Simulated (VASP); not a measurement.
Set up this calculation in VASP 6.6.1, as the native input.

```
Task                   : relaxation of cell and atoms
Functional             : LDA
Potentials or basis    : VASP PAW LDA potentials, release 64 (Ta_pv, V_sv)
Cutoff                 : 600 eV
k mesh                 : 7 × 7 × 5
Occupations            : fermi-dirac, width 0.05 eV
Spin                   : collinear spin, ferromagnetic start
Starting moments       : [0.0, 2.0] μB
Target pressure        : 5 GPa
Dipole correction      : no
Further INCAR settings : ALGO = Normal; EDIFF = 1e-07; IBRION = 2; EDIFFG = -0.005; NSW = 80; ISIF = 3
```

The structure of TaV lies in POSCAR:

```
TaV
1.0
    1.6067000000     -2.3077750000      0.0000000000
    1.6067000000      2.3077750000      0.0000000000
    0.0000000000      0.0000000000      4.3413610000
Ta V
1 1
Direct
    0.0000000000      0.0000000000      0.0000000000
    0.5000000000      0.5000000000      0.5000000000
```

These files were run (other wordings do the same):

INCAR

```
PREC = Accurate
ENCUT = 600
EDIFF = 1E-7
ISMEAR = -1
SIGMA = 0.05
LREAL = False
LASPH = True
NELM = 150
ALGO = Normal
ISIF = 3
LWAVE = False
LCHARG = False
ISPIN = 2
MAGMOM = 0 2
LORBIT = 11
LMAXMIX = 4
GGA = CA
IBRION = 2
NSW = 80
EDIFFG = -0.005
PSTRESS = 50.0
```

KPOINTS

```
Automatic mesh
0
Gamma
  7 7 5
```

Potentials or basis: VASP PAW LDA potentials, release 64 (Ta_pv, V_sv).

The run is started by

```sh
$ cat potpaw_LDA.64/Ta_pv/POTCAR potpaw_LDA.64/V_sv/POTCAR > POTCAR
$ mpirun -np 1 vasp_std > vasp.out
```

Results of the run:

```
Relaxed volume                                             : 14.72 Å³/atom
Relaxed cell                                               : a = 2.735 Å, b = 2.735 Å, c = 4.208 Å, α = 90.00°, β = 90.00°, γ = 110.65°
Space group after relaxing (to 0.1 Å)                      : Cmmm (No. 65)
Energy change on relaxing (the run minimises the enthalpy) : -35.8 meV/atom
Ionic steps                                                : 9
Pressure after relaxing                                    : 5.0 GPa
Band gap on the k mesh                                     : zero (filled and empty bands overlap)
Net moment                                                 : 0.00 μB per cell
Valence electrons inside the program's atomic spheres      : Ta 9.20; V 11.72
```

Caveat: the cell is relaxed towards a set pressure, so the run minimises the enthalpy, not the energy; spin-orbit coupling is left out, which moves the levels of the heavy elements.

Run time: 2.7 min on 1 thread of Intel(R) Xeon(R) Platinum 8559C (Emerald Rapids), on a shared host, peak memory 0.2 GiB.
